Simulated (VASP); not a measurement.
# SnSe (Pm-3m) in VASP: further runs

SnSe is run at these levels: r2SCAN, PBE; tasks: single point.

All numbers are computed with VASP 6.6.1; they aren't measurements. Logs are shortened: lines on timing, memory, paths and dates and some standing lists are left out, and cuts for length are marked.

### 1 The cell of the first run

It takes space group Pm-3m (No. 221, cubic). Conventional cell: a = 3.665 Å, b = 3.665 Å, c = 3.665 Å, α = 90.00°, β = 90.00°, γ = 90.00°. Sn (site symmetry m-3m) has 8 Se at 3.17 Å and 6 Sn at 3.67 Å within 4.2 Å. Within 4.2 Å of Se (site symmetry m-3m) lie 8 Sn at 3.17 Å and 6 Se at 3.67 Å.

### 2 Single point, r2SCAN

Input file POSCAR:

```
SnSe
1.0
    3.6653564507      0.0000000000      0.0000000000
    0.0000000000      3.6653564507      0.0000000000
    0.0000000000      0.0000000000      3.6653564507
Sn Se
1 1
Direct
    0.0000000000      0.0000000000      0.0000000000
    0.5000000000      0.5000000000      0.5000000000
```

Input file INCAR.step1:

```
PREC     = Accurate       # precision mode
ENCUT    = 520            # plane-wave cutoff, eV
ISMEAR   = -1             # smearing method
SIGMA    = 0.02           # smearing width, eV
LREAL    = F              # projectors in reciprocal space
LASPH    = T              # aspherical terms in the spheres
NELM     = 80             # most SCF steps
NBANDS   = 17             # bands
GGA      = PE             # functional
ALGO     = Normal         # electronic algorithm
EDIFF    = 1E-4           # SCF threshold, eV
LWAVE    = T              # write WAVECAR
LCHARG   = F              # write CHGCAR
```

Input file INCAR.step2:

```
PREC     = Accurate       # precision mode
ENCUT    = 520            # plane-wave cutoff, eV
EDIFF    = 1E-6           # SCF threshold, eV
ISMEAR   = -1             # smearing method
SIGMA    = 0.02           # smearing width, eV
LREAL    = F              # projectors in reciprocal space
LASPH    = T              # aspherical terms in the spheres
NELM     = 80             # most SCF steps
ALGO     = Normal         # electronic algorithm
ISIF     = 2              # what is computed and relaxed
LWAVE    = F              # write WAVECAR
LCHARG   = T              # write CHGCAR
METAGGA  = R2SCAN         # meta-GGA
LMIXTAU  = T            
LELF     = T              # ELF
LVHAR    = T            
NBANDS   = 17             # bands
ISTART   = 1
```

Input file KPOINTS:

```
regular mesh
0
Gamma
  6 6 6
```

Potentials or basis: VASP PAW PBE potentials, release 64 (Sn_d, Se).

Started as:

```bash
$ cat potpaw_PBE.64/Sn_d/POTCAR potpaw_PBE.64/Se/POTCAR > POTCAR
$ cp INCAR.step1 INCAR
$ mpirun -np 1 vasp_std > vasp.out
$ cp INCAR.step2 INCAR
$ mpirun -np 1 vasp_std > vasp.out
```

OUTCAR:

```text
PREC = Accurate
   ENCUT = 520
   EDIFF = 1E-6
   ISMEAR = -1
   LREAL = F
   LASPH = T
   NELM = 80
   ISIF = 2
   METAGGA = R2SCAN
   ISTART = 1

 ion  position               nearest neighbor table
   1  0.000  0.000  0.000-   2 3.17   2 3.17   2 3.17   2 3.17   2 3.17   2 3.17   2 3.17   2 3.17

   2  0.500  0.500  0.500-   1 3.17   1 3.17   1 3.17   1 3.17   1 3.17   1 3.17   1 3.17   1 3.17

  LATTYP: Found a simple cubic cell.
 ALAT       =     3.6653564507

  Lattice vectors:

 A1 = (   3.6653564507,   0.0000000000,   0.0000000000)
 A2 = (   0.0000000000,   3.6653564507,   0.0000000000)
 A3 = (   0.0000000000,   0.0000000000,   3.6653564507)

Analysis of symmetry for initial positions (statically):
=====================================================================
 Subroutine PRICEL returns:
 Original cell was already a primitive cell.

 Routine SETGRP: Setting up the symmetry group for a
 simple cubic supercell.

 Subroutine GETGRP returns: Found 48 space group operations
 (whereof 48 operations were pure point group operations)
 out of a pool of 48 trial point group operations.

The static configuration has the point symmetry O_h .

Analysis of symmetry for dynamics (positions and initial velocities):
=====================================================================
 Subroutine PRICEL returns:
 Original cell was already a primitive cell.

 Routine SETGRP: Setting up the symmetry group for a
 simple cubic supercell.

 Subroutine GETGRP returns: Found 48 space group operations
 (whereof 48 operations were pure point group operations)
 out of a pool of 48 trial point group operations.

The dynamic configuration has the point symmetry O_h .

 Subroutine INISYM returns: Found 48 space group operations
 (whereof 48 operations are pure point group operations),
 and found     1 'primitive' translations

----------------------------------------------------------------------------------------

                                     Primitive cell

  volume of cell :      49.2435

  direct lattice vectors                    reciprocal lattice vectors
     3.665356451  0.000000000  0.000000000     0.272824762  0.000000000  0.000000000
     0.000000000  3.665356451  0.000000000     0.000000000  0.272824762  0.000000000
     0.000000000  0.000000000  3.665356451     0.000000000  0.000000000  0.272824762

  length of vectors
     3.665356451  3.665356451  3.665356451     0.272824762  0.272824762  0.272824762

  position of ions in fractional coordinates (direct lattice)
     0.000000000  0.000000000  0.000000000
     0.500000000  0.500000000  0.500000000

  ion indices of the primitive-cell ions
   primitive index   ion index
                 1           1
                 2           2

----------------------------------------------------------------------------------------

 KPOINTS: regular mesh

Automatic generation of k-mesh.
 Grid dimensions read from file:
 generate k-points for:    6    6    6

 Generating k-lattice:

  Cartesian coordinates                     Fractional coordinates (reciprocal lattice)
     0.045470794  0.000000000  0.000000000     0.166666667  0.000000000  0.000000000
     0.000000000  0.045470794  0.000000000     0.000000000  0.166666667  0.000000000
     0.000000000  0.000000000  0.045470794     0.000000000  0.000000000  0.166666667

  Length of vectors
     0.045470794  0.045470794  0.045470794

  Shift w.r.t. Gamma in fractional coordinates (k-lattice)
     0.000000000  0.000000000  0.000000000

 Subroutine IBZKPT returns following result:
 ===========================================

 Found     20 irreducible k-points:

 Following reciprocal coordinates:
            Coordinates               Weight
  0.000000  0.000000  0.000000      1.000000
  0.166667  0.000000  0.000000      6.000000
  0.333333  0.000000  0.000000      6.000000
  0.500000  0.000000  0.000000      3.000000
  0.166667  0.166667  0.000000     12.000000
  0.333333  0.166667  0.000000     24.000000
[... 12 lines left out ...]
  0.500000  0.500000  0.333333      6.000000
  0.500000  0.500000  0.500000      1.000000
   k-points           NKPTS =     20   k-points in BZ     NKDIM =     20   number of bands    NBANDS=     17
   number of dos      NEDOS =    301   number of ions     NIONS =      2
   total plane-waves  NPLWV =  21952
   dimension x,y,z NGX =    28 NGY =   28 NGZ =   28
   dimension x,y,z NGXF=    56 NGYF=   56 NGZF=   56
   ions per type =               1   1
   NGX,Y,Z   is equivalent  to a cutoff of  12.70, 12.70, 12.70 a.u.
   NGXF,Y,Z  is equivalent  to a cutoff of  25.40, 25.40, 25.40 a.u.
 SYSTEM =  unknown system
   PREC   = accura    normal or accurate (medium, high low for compatibility)
   ISTART =      1    job   : 0-new  1-cont  2-samecut
   ICHARG =      0    charge: 1-file 2-atom 10-const
   ISPIN  =      1    spin polarized calculation?
   LNONCOLLINEAR =      F non collinear calculations
   LSORBIT =      F    spin-orbit coupling
   LASPH  =      T    aspherical Exc in radial PAW
   ENCUT  =  520.0 eV  38.22 Ry    6.18 a.u.   6.82  6.82  6.82*2*pi/ulx,y,z
   NELM   =     80;   NELMIN=  2; NELMDL=  0     # of ELM steps
   EDIFF  = 0.1E-05   stopping-criterion for ELM
   LREAL  =      F    real-space projection
   EDIFFG = 0.1E-04   stopping-criterion for IOM
   NSW    =      0    number of steps for IOM
   IBRION =     -1    ionic relax: 0-MD 1-quasi-New 2-CG
   NFREE  =      0    steps in history (QN), initial steepest desc. (CG)
   ISIF   =      2    stress and relaxation
   ISYM   =      2    0-nonsym 1-usesym 2-fastsym
   POTIM  = 0.5000    time-step for ionic-motion
   TEBEG  =    0.0;   TEEND  =   0.0 temperature during run
   PSTRESS=    0.0 pullay stress
   NELECT =      20.0000    total number of electrons
   NUPDOWN=      -1.0000    fix difference up-down
   EMIN   =  10.00;   EMAX   =-10.00  energy-range for DOS
   EFERMI =   0.00;   METHOD = LEGACY
   ISMEAR =    -1;   SIGMA  =   0.02  broadening in eV -4-tet -1-fermi 0-gaus
   EFERMI_NEDOS =   21; number of points for ismear=-14 and -15
   IALGO  =     38    algorithm
   IMIX   =      4    mixing-type and parameters
     AMIX     =   0.40;   BMIX     =  1.00
     AMIX_MAG =   1.60;   BMIX_MAG =  1.00
  volume/ion in A,a.u.               =      24.62       166.16
  Fermi-wavevector in a.u.,A,eV,Ry     =   1.212370  2.291048 19.998410  1.469842
  Thomas-Fermi vector in A             =   2.347856
   LORBIT       =      0    0 simple, 1 ext, 2 COOP (PROOUT), +10 PAW based schemes
   METAGGA = R2SCAN    functional components
   LHFCALC =     F    Hartree Fock is set to
   AEXX    =    0.0000 exact exchange contribution
   IVDW    =     0    specifies the selected vdW correction
   LEPSILON=     F    determine dielectric tensor
   LRPA    =     F    only Hartree local field effects (RPA)
 non-spin polarized calculation
  energy-cutoff  :      520.00
  volume of cell :       49.24
 maximum number of plane-waves:      1357
 NGX is ok and might be reduce to    28
   NGX = 13   NGY = 13   NGZ = 13

 number of electron      19.9999988 magnetization

 Free energy of the ion-electron system (eV)
  ---------------------------------------------------
  ext. energy  EPLUGINS =         0.00000000
  ---------------------------------------------------
  free energy    TOTEN  =       -39.27700393 eV

  energy without entropy =      -39.27500116  energy(sigma->0) =      -39.27600255

 E-fermi :   6.1489     XC(G=0): -10.8249

 val. band max:        6.1166900152   @ k =   0.3333   0.1667   0.0000
 cond. band min:       6.4116410079   @ k =   0.5000   0.0000   0.0000
 fundamental gap:      0.2949509927
 Fermi energy:         6.1488794862

 k-point     1 :       0.0000    0.0000    0.0000
  band No.  band energies     occupation
      1     -16.1329      2.00000
      2     -16.1329      2.00000
      3     -16.0546      2.00000
      4     -16.0546      2.00000
      5     -16.0546      2.00000
      6      -8.0929      2.00000
[... 9 lines left out ...]
     16      19.2209      0.00000
     17      19.2209      0.00000

 k-point     2 :       0.1667    0.0000    0.0000
  band No.  band energies     occupation
      1     -16.1321      2.00000
      2     -16.1174      2.00000
      3     -16.0598      2.00000
      4     -16.0598      2.00000
      5     -16.0541      2.00000
      6      -7.8836      2.00000
[... 9 lines left out ...]
     16      18.5219      0.00000
     17      18.9329      0.00000

 k-point     3 :       0.3333    0.0000    0.0000
  band No.  band energies     occupation
      1     -16.1307      2.00000
      2     -16.0864      2.00000
      3     -16.0704      2.00000
      4     -16.0704      2.00000
      5     -16.0530      2.00000
      6      -7.3695      2.00000
[... 9 lines left out ...]
     16      16.7190      0.00000
     17      19.5693      0.00000

 k-point     4 :       0.5000    0.0000    0.0000
  band No.  band energies     occupation
      1     -16.1300      2.00000
      2     -16.0757      2.00000
      3     -16.0757      2.00000
      4     -16.0708      2.00000
      5     -16.0526      2.00000
      6      -7.0316      2.00000
[... 9 lines left out ...]
     16      20.1362      0.00000
     17      20.7275      0.00000
[... 263 lines left out ...]
      1     -16.0959      2.00000
      2     -16.0928      2.00000
      3     -16.0857      2.00000
      4     -16.0584      2.00000
      5     -16.0426      2.00000
      6      -6.1328      2.00000
[... 9 lines left out ...]
     16      18.7954      0.00000
     17      22.4153      0.00000

 k-point    19 :       0.5000    0.5000    0.3333
  band No.  band energies     occupation
      1     -16.1015      2.00000
      2     -16.0920      2.00000
      3     -16.0920      2.00000
      4     -16.0502      2.00000
      5     -16.0341      2.00000
      6      -5.9904      2.00000
[... 9 lines left out ...]
     16      19.9032      0.00000
     17      22.9256      0.00000

 k-point    20 :       0.5000    0.5000    0.5000
  band No.  band energies     occupation
      1     -16.0986      2.00000
      2     -16.0986      2.00000
      3     -16.0986      2.00000
      4     -16.0338      2.00000
      5     -16.0338      2.00000
      6      -5.8759      2.00000
[... 9 lines left out ...]
     16      21.2949      0.00000
     17      24.7833      0.00000

------------------------ aborting loop because EDIFF is reached ----------------------------------------

  FORCE on cell =-STRESS in cart. coord.  units (eV):
  Direction    XX          YY          ZZ          XY          YZ          ZX
  --------------------------------------------------------------------------------------
  -------------------------------------------------------------------------------------
  Total       -0.0025219     -0.0025219     -0.0025219     -0.0000000      0.0000000     -0.0000000
  in kB       -0.0820507     -0.0820507     -0.0820507     -0.0000000      0.0000000     -0.0000000
  external PRESSURE =      -0.0820507 kB  Pullay stress =       0.0000000 kB

 VOLUME and BASIS-vectors are now :
 -----------------------------------------------------------------------------
  energy-cutoff  :      520.00
  volume of cell :       49.24
      direct lattice vectors                 reciprocal lattice vectors
     3.665356451  0.000000000  0.000000000     0.272824762  0.000000000  0.000000000
     0.000000000  3.665356451  0.000000000     0.000000000  0.272824762  0.000000000
     0.000000000  0.000000000  3.665356451     0.000000000  0.000000000  0.272824762

 POSITION                                       TOTAL-FORCE (eV/Angst)
 -----------------------------------------------------------------------------------
      0.00000      0.00000      0.00000         0.000000      0.000000      0.000000
      1.83268      1.83268      1.83268         0.000000      0.000000      0.000000
 -----------------------------------------------------------------------------------
    total drift:                               -0.000000      0.000000      0.000000

  FREE ENERGIE OF THE ION-ELECTRON SYSTEM (eV)
  ---------------------------------------------------
  free  energy   TOTEN  =       -39.2770039286 eV

  energy  without entropy=      -39.2750011640  energy(sigma->0) =      -39.27600255
```

It took 68 s on 1 thread of AMD EPYC 7R43 (Zen 3), shared host; peak memory 0.14 GiB.

Results:

```yaml
Free_energy: -39.2770 eV
Pressure: 0.0 GPa
Band_gap_on_the_k_mesh: zero (band 10 reaches 6.55 eV, above the bottom of band 11 at 5.22 eV)
```

Levels at points of the mesh, in eV from the Fermi level:
```csv
k point,band 7,band 8,band 9,band 10,band 11,band 12,band 13,band 14
"(0.00, 0.00, 0.00)",-5.67,-1.98,-1.98,-1.98,4.98,4.98,6.51,6.51
"(0.50, 0.00, 0.00)",-8.60,-0.65,-0.65,0.26,0.60,3.33,3.33,7.05
"(0.50, 0.50, 0.00)",-6.16,-5.15,-5.15,-0.21,4.51,4.51,5.05,7.21
"(0.50, 0.50, 0.50)",-4.52,-3.09,-3.09,-3.09,-0.93,-0.93,-0.93,15.15
```

Caveat: the PAW data sets were made with another functional, which shifts forces and pressure a little; spin-orbit coupling is left out, which moves the levels of the heavy elements.

### 3 Single point, PBE

This run uses another cell than the first one, of 25.03 Å³/atom, 1.017 times its volume.

Input file INCAR:

```
SYSTEM = SnSe
PREC     = Accurate       ! precision mode
ENCUT    = 520            ! plane-wave cutoff, eV
EDIFF    = 1E-7           ! SCF threshold, eV
ISMEAR   = -1             ! smearing method
SIGMA    = 0.02           ! smearing width, eV
LREAL    = .FALSE.        ! projectors in reciprocal space
LASPH    = .TRUE.         ! aspherical terms in the spheres
NELM     = 80             ! most SCF steps
ALGO     = Normal         ! electronic algorithm
ISIF     = 2              ! what is computed and relaxed
LWAVE    = .FALSE.        ! write WAVECAR
LCHARG   = .FALSE.        ! write CHGCAR
GGA      = PE             ! functional
NBANDS   = 17             ! bands
```

Input file KPOINTS:

```
regular mesh
0
G
  8 8 8
  0 0 0
```

Input file POSCAR:

```
SnSe
1.0
    3.6857379806      0.0000000000      0.0000000000
    0.0000000000      3.6857379806      0.0000000000
    0.0000000000      0.0000000000      3.6857379806
Sn Se
1 1
Direct
    0.0000000000      0.0000000000      0.0000000000
    0.5000000000      0.5000000000      0.5000000000
```

Potentials or basis: VASP PAW PBE potentials, release 64 (Sn_d, Se).

Started as:

```bash
$ cat potpaw_PBE.64/Sn_d/POTCAR potpaw_PBE.64/Se/POTCAR > POTCAR
$ mpirun -np 1 vasp_std > vasp.out
```

It took 22 s on 1 thread of AMD EPYC 7R43 (Zen 3), shared host; peak memory 0.14 GiB.

It converged, with:

* Free energy: -7.7120 eV
* Pressure: 0.0 GPa
* Band gap on the k mesh: zero (band 10 reaches 6.38 eV, above the bottom of band 11 at 5.10 eV)

Levels at points of the mesh, in eV from the Fermi level:
```tsv
k point	band 6	band 7	band 8	band 9	band 10	band 11	band 12	band 13	band 14	band 15
(0.00, 0.00, 0.00)	-13.56	-5.70	-1.77	-1.77	-1.77	4.48	4.48	6.06	6.06	6.06
(0.50, 0.00, 0.00)	-12.58	-8.24	-0.51	-0.51	-0.04	0.45	3.15	3.15	6.48	7.53
(0.50, 0.50, 0.00)	-11.92	-6.01	-4.86	-4.86	-0.10	4.13	4.13	4.76	6.52	8.62
(0.50, 0.50, 0.50)	-11.53	-4.47	-2.88	-2.88	-2.88	-0.99	-0.99	-0.99	13.95	13.95
```

Caveat: spin-orbit coupling is left out, which moves the levels of the heavy elements.
